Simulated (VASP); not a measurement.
Input of a VASP 6.6.1 run:

File INCAR:

```
  ALGO = Normal
  EDIFF = 1E-6
  ENCUT = 520
  GGA = PS
  ISIF = 2
  ISMEAR = 0
  LASPH = True
  LCHARG = True
  LELF = True
  LREAL = False
  LVHAR = True
  LWAVE = False
  NBANDS = 16
  NELM = 80
  PREC = Accurate
  SIGMA = 0.05
```

The input KPOINTS:

```
k-points
0
Gamma
  12 12 4
```

Contents of POSCAR:

```
BN
1.0
    2.5228139339      0.0000000000      0.0000000000
   -1.2614069670      2.1848209557      0.0000000000
    0.0000000000      0.0000000000      7.2606585017
B N
2 2
Direct
    0.3333333333      0.6666666667      0.2500000000
    0.6666666667      0.3333333333      0.7500000000
    0.3333333333      0.6666666667      0.7500000000
    0.6666666667      0.3333333333      0.2500000000
```

Potentials or basis: VASP PAW PBE potentials, release 64 (B, N).

Command:

```sh
$ cat potpaw_PBE.64/B/POTCAR potpaw_PBE.64/N/POTCAR > POTCAR
$ mpirun -np 1 vasp_std > vasp.out
```

What does it give for the band gap on the k mesh?

4.28 eV, indirect (least direct gap 4.55 eV).

Estimate the pressure.

-4.5 GPa.

Stress tensor (GPa, compression positive):
```
-6.64  0.00  0.00
 0.00 -6.64  0.00
 0.00  0.00 -0.35
```

Caveat: the PAW data sets were made with another functional, which shifts forces and pressure a little; this functional lacks dispersion, which binds the layers, so the pressure and a relaxed spacing across them are unreliable. A k mesh can miss the band edges.
